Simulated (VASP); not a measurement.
# Be (Im-3m) in VASP: a series of runs

Be is run at these levels: LDA; tasks: single point, relaxation of cell and atoms.

All numbers are computed with VASP 6.6.1; they aren't measurements. Logs are shortened: lines on timing, memory, paths and dates and some standing lists are left out, and cuts for length are marked.

## Step 1: The cell of the first run

The structure is cubic, space group Im-3m (No. 229). The conventional cell has a = 2.526 Å, b = 2.526 Å, c = 2.526 Å, α = 90.00°, β = 90.00°, γ = 90.00°. Be (site symmetry m-3m) has 14 Be at 2.19 to 2.53 Å within 2.9 Å.

## Step 2: Single point, LDA (volume scaled by 1.08)

Contents of INCAR:

```
SYSTEM = Be
ALGO = Normal
EDIFF = 1E-7
ENCUT = 520
ISIF = 2
ISMEAR = -1
LASPH = .TRUE.
LCHARG = .TRUE.
LELF = .TRUE.
LREAL = .FALSE.
LVHAR = .TRUE.
LWAVE = .FALSE.
NBANDS = 7
NELM = 100
PREC = Accurate
SIGMA = 0.1
```

Contents of KPOINTS:

```
k-points
0
G
  20 20 20
  0 0 0
```

Contents of POSCAR:

```
Be
1.0
   -1.2632171065      1.2632171065      1.2632171065
    1.2632171065     -1.2632171065      1.2632171065
    1.2632171065      1.2632171065     -1.2632171065
Be
1
Direct
    0.0000000000      0.0000000000      0.0000000000
```

Potentials or basis: VASP PAW LDA potentials, release 64 (Be).

Command:

```bash
$ cat potpaw_LDA.64/Be/POTCAR > POTCAR
$ mpirun -np 1 vasp_std > vasp.out
```

OUTCAR:

```text
SYSTEM = Be
   EDIFF = 1E-7
   ENCUT = 520
   ISIF = 2
   ISMEAR = -1
   LASPH = .TRUE.
   LREAL = .FALSE.
   NELM = 100
   PREC = Accurate

 ion  position               nearest neighbor table
   1  0.000  0.000  0.000-

  LATTYP: Found a body centered cubic cell.
 ALAT       =     2.5264342130

  Lattice vectors:

 A1 = (  -1.2632171065,   1.2632171065,   1.2632171065)
 A2 = (   1.2632171065,  -1.2632171065,   1.2632171065)
 A3 = (   1.2632171065,   1.2632171065,  -1.2632171065)

Analysis of symmetry for initial positions (statically):
=====================================================================
 Subroutine PRICEL returns:
 Original cell was already a primitive cell.

 Routine SETGRP: Setting up the symmetry group for a
 body centered cubic supercell.

 Subroutine GETGRP returns: Found 48 space group operations
 (whereof 48 operations were pure point group operations)
 out of a pool of 48 trial point group operations.

The static configuration has the point symmetry O_h .

Analysis of symmetry for dynamics (positions and initial velocities):
=====================================================================
 Subroutine PRICEL returns:
 Original cell was already a primitive cell.

 Routine SETGRP: Setting up the symmetry group for a
 body centered cubic supercell.

 Subroutine GETGRP returns: Found 48 space group operations
 (whereof 48 operations were pure point group operations)
 out of a pool of 48 trial point group operations.

The dynamic configuration has the point symmetry O_h .

 Subroutine INISYM returns: Found 48 space group operations
 (whereof 48 operations are pure point group operations),
 and found     1 'primitive' translations

----------------------------------------------------------------------------------------

                                     Primitive cell

  volume of cell :       8.0630

  direct lattice vectors                    reciprocal lattice vectors
    -1.263217106  1.263217106  1.263217106     0.000000000  0.395814779  0.395814779
     1.263217106 -1.263217106  1.263217106     0.395814779  0.000000000  0.395814779
     1.263217106  1.263217106 -1.263217106     0.395814779  0.395814779  0.000000000

  length of vectors
     2.187956209  2.187956209  2.187956209     0.559766629  0.559766629  0.559766629

  position of ions in fractional coordinates (direct lattice)
     0.000000000  0.000000000  0.000000000

  ion indices of the primitive-cell ions
   primitive index   ion index
                 1           1

----------------------------------------------------------------------------------------

 KPOINTS: k-points

Automatic generation of k-mesh.
 Grid dimensions read from file:
 generate k-points for:   20   20   20

 Generating k-lattice:

  Cartesian coordinates                     Fractional coordinates (reciprocal lattice)
     0.000000000  0.019790739  0.019790739     0.050000000  0.000000000  0.000000000
     0.019790739  0.000000000  0.019790739     0.000000000  0.050000000  0.000000000
     0.019790739  0.019790739  0.000000000     0.000000000  0.000000000  0.050000000

  Length of vectors
     0.027988331  0.027988331  0.027988331

  Shift w.r.t. Gamma in fractional coordinates (k-lattice)
     0.000000000  0.000000000  0.000000000

 Subroutine IBZKPT returns following result:
 ===========================================

 Found    256 irreducible k-points:

 Following reciprocal coordinates:
            Coordinates               Weight
  0.000000  0.000000  0.000000      1.000000
  0.050000  0.000000  0.000000     12.000000
  0.100000  0.000000  0.000000     12.000000
  0.150000  0.000000  0.000000     12.000000
  0.200000  0.000000  0.000000     12.000000
  0.250000  0.000000  0.000000     12.000000
[... 16 lines left out ...]
  0.200000  0.100000 -0.000000     48.000000
  0.250000  0.100000 -0.000000     48.000000
 [... further k-points ...]
   k-points           NKPTS =    256   k-points in BZ     NKDIM =    256   number of bands    NBANDS=      7
   number of dos      NEDOS =    301   number of ions     NIONS =      1
   total plane-waves  NPLWV =   4096
   dimension x,y,z NGX =    16 NGY =   16 NGZ =   16
   dimension x,y,z NGXF=    32 NGYF=   32 NGZF=   32
   ions per type =               1
   NGX,Y,Z   is equivalent  to a cutoff of  12.16, 12.16, 12.16 a.u.
   NGXF,Y,Z  is equivalent  to a cutoff of  24.31, 24.31, 24.31 a.u.
 SYSTEM =  Be
   PREC   = accura    normal or accurate (medium, high low for compatibility)
   ISTART =      0    job   : 0-new  1-cont  2-samecut
   ICHARG =      2    charge: 1-file 2-atom 10-const
   ISPIN  =      1    spin polarized calculation?
   LNONCOLLINEAR =      F non collinear calculations
   LSORBIT =      F    spin-orbit coupling
   LASPH  =      T    aspherical Exc in radial PAW
   ENCUT  =  520.0 eV  38.22 Ry    6.18 a.u.   4.07  4.07  4.07*2*pi/ulx,y,z
   NELM   =    100;   NELMIN=  2; NELMDL= -5     # of ELM steps
   EDIFF  = 0.1E-06   stopping-criterion for ELM
   LREAL  =      F    real-space projection
   EDIFFG = 0.1E-05   stopping-criterion for IOM
   NSW    =      0    number of steps for IOM
   IBRION =     -1    ionic relax: 0-MD 1-quasi-New 2-CG
   NFREE  =      0    steps in history (QN), initial steepest desc. (CG)
   ISIF   =      2    stress and relaxation
   ISYM   =      2    0-nonsym 1-usesym 2-fastsym
   POTIM  = 0.5000    time-step for ionic-motion
   TEBEG  =    0.0;   TEEND  =   0.0 temperature during run
   PSTRESS=    0.0 pullay stress
   NELECT =       2.0000    total number of electrons
   NUPDOWN=      -1.0000    fix difference up-down
   EMIN   =  10.00;   EMAX   =-10.00  energy-range for DOS
   EFERMI =   0.00;   METHOD = LEGACY
   ISMEAR =    -1;   SIGMA  =   0.10  broadening in eV -4-tet -1-fermi 0-gaus
   EFERMI_NEDOS =   21; number of points for ismear=-14 and -15
   IALGO  =     38    algorithm
   IMIX   =      4    mixing-type and parameters
     AMIX     =   0.40;   BMIX     =  1.00
     AMIX_MAG =   1.60;   BMIX_MAG =  1.00
  volume/ion in A,a.u.               =       8.06        54.41
  Fermi-wavevector in a.u.,A,eV,Ry     =   1.028617  1.943803 14.395671  1.058052
  Thomas-Fermi vector in A             =   2.162622
   LORBIT       =      0    0 simple, 1 ext, 2 COOP (PROOUT), +10 PAW based schemes
   GGA     = CA    functional components
   LHFCALC =     F    Hartree Fock is set to
   AEXX    =    0.0000 exact exchange contribution
   IVDW    =     0    specifies the selected vdW correction
   LEPSILON=     F    determine dielectric tensor
   LRPA    =     F    only Hartree local field effects (RPA)
 non-spin polarized calculation
  energy-cutoff  :      520.00
  volume of cell :        8.06
 maximum number of plane-waves:       236
   NGX =  9   NGY =  9   NGZ =  9

 number of electron       2.0000000 magnetization

 Free energy of the ion-electron system (eV)
  ---------------------------------------------------
  ext. energy  EPLUGINS =         0.00000000
  ---------------------------------------------------
  free energy    TOTEN  =        -4.09984773 eV

  energy without entropy =       -4.09573630  energy(sigma->0) =       -4.09779202

 E-fermi :   7.4479     XC(G=0): -10.5637

 val. band max:        7.4405154174   @ k =  -0.3500  -0.4000   0.0500
 cond. band min:       7.4800097284   @ k =   0.3000   0.2500   0.1500
 fundamental gap:      0.0394943110
 Fermi energy:         7.4479387997

 k-point     1 :       0.0000    0.0000    0.0000
  band No.  band energies     occupation
      1      -4.4832      2.00000
      2      26.0639      0.00000
      3      26.0639      0.00000
      4      26.0639      0.00000
      5      37.7247      0.00000
      6      37.7247      0.00000
      7      37.7247      0.00000

 k-point     2 :       0.0500    0.0000    0.0000
  band No.  band energies     occupation
      1      -4.3977      2.00000
      2      25.6644      0.00000
      3      25.7299      0.00000
      4      25.9696      0.00000
      5      36.5808      0.00000
      6      36.6727      0.00000
      7      38.2852      0.00000

 k-point     3 :       0.1000    0.0000    0.0000
  band No.  band energies     occupation
      1      -4.1409      2.00000
      2      24.4326      0.00000
      3      24.8873      0.00000
      4      25.6931      0.00000
      5      34.5460      0.00000
      6      34.9431      0.00000
      7      38.4274      0.00000

 k-point     4 :       0.1500    0.0000    0.0000
  band No.  band energies     occupation
      1      -3.7129      2.00000
      2      22.4353      0.00000
      3      23.8192      0.00000
      4      25.2598      0.00000
      5      33.2136      0.00000
      6      33.2800      0.00000
      7      37.9939      0.00000

 k-point     5 :       0.2000    0.0000    0.0000
  band No.  band energies     occupation
      1      -3.1140      2.00000
      2      19.9682      0.00000
      3      22.7263      0.00000
      4      24.7199      0.00000
      5      31.8014      0.00000
      6      32.5642      0.00000
      7      38.0166      0.00000
[... 161 lines left out ...]
 k-point    22 :       0.1500    0.1000    0.0000
  band No.  band energies     occupation
      1      -2.8557      2.00000
      2      20.0080      0.00000
      3      21.3110      0.00000
      4      23.7024      0.00000
      5      32.4170      0.00000
      6      32.8501      0.00000
      7      38.1825      0.00000

 k-point    23 :       0.2000    0.1000   -0.0000
  band No.  band energies     occupation
      1      -2.0866      2.00000
      2      17.4220      0.00000
      3      20.3535      0.00000
      4      22.9478      0.00000
      5      32.2659      0.00000
      6      32.3659      0.00000
      7      38.6755      0.00000

 k-point    24 :       0.2500    0.1000   -0.0000
  band No.  band energies     occupation
      1      -1.1552      2.00000
      2      14.8614      0.00000
      3      19.5356      0.00000
      4      22.2597      0.00000
      5      31.6888      0.00000
      6      32.5483      0.00000
      7      39.4258      0.00000

 [... further k-points ...]

------------------------ aborting loop because EDIFF is reached ----------------------------------------

  FORCE on cell =-STRESS in cart. coord.  units (eV):
  Direction    XX          YY          ZZ          XY          YZ          ZX
  --------------------------------------------------------------------------------------
  -------------------------------------------------------------------------------------
  Total       -0.4372822     -0.4372822     -0.4372822      0.0000000      0.0000000     -0.0000000
  in kB      -86.8917202    -86.8917202    -86.8917202      0.0000000      0.0000000     -0.0000000
  external PRESSURE =     -86.8917202 kB  Pullay stress =       0.0000000 kB

 VOLUME and BASIS-vectors are now :
 -----------------------------------------------------------------------------
  energy-cutoff  :      520.00
  volume of cell :        8.06
      direct lattice vectors                 reciprocal lattice vectors
    -1.263217106  1.263217106  1.263217106     0.000000000  0.395814779  0.395814779
     1.263217106 -1.263217106  1.263217106     0.395814779  0.000000000  0.395814779
     1.263217106  1.263217106 -1.263217106     0.395814779  0.395814779  0.000000000

 POSITION                                       TOTAL-FORCE (eV/Angst)
 -----------------------------------------------------------------------------------
      0.00000      0.00000      0.00000        -0.000000      0.000000      0.000000
 -----------------------------------------------------------------------------------
    total drift:                               -0.000000     -0.000000     -0.000000

  FREE ENERGIE OF THE ION-ELECTRON SYSTEM (eV)
  ---------------------------------------------------
  free  energy   TOTEN  =        -4.0998477306 eV

  energy  without entropy=       -4.0957363034  energy(sigma->0) =       -4.09779202
```

It took 5.9 s on 1 thread of Intel Xeon Platinum 8259CL at 2.50GHz (Skylake/Cascade Lake), shared host; peak memory 0.11 GiB.

What came out:

| Quantity | Value |
| --- | --- |
| Free energy | -4.0998 eV |
| Pressure | -8.7 GPa |
| Band gap on the k mesh | zero (band 1 reaches 11.25 eV, above the bottom of band 2 at 6.19 eV) |

Levels at points of the mesh, in eV from the Fermi level:
```tsv
k point	band 1	band 2	band 3	band 4
(0.00, 0.00, 0.00)	-11.93	18.62	18.62	18.62
(0.50, 0.00, 0.00)	-5.10	0.43	11.80	14.98
(0.50, 0.50, 0.50)	3.80	3.80	3.80	9.83
```

[end of part 1 of 2]
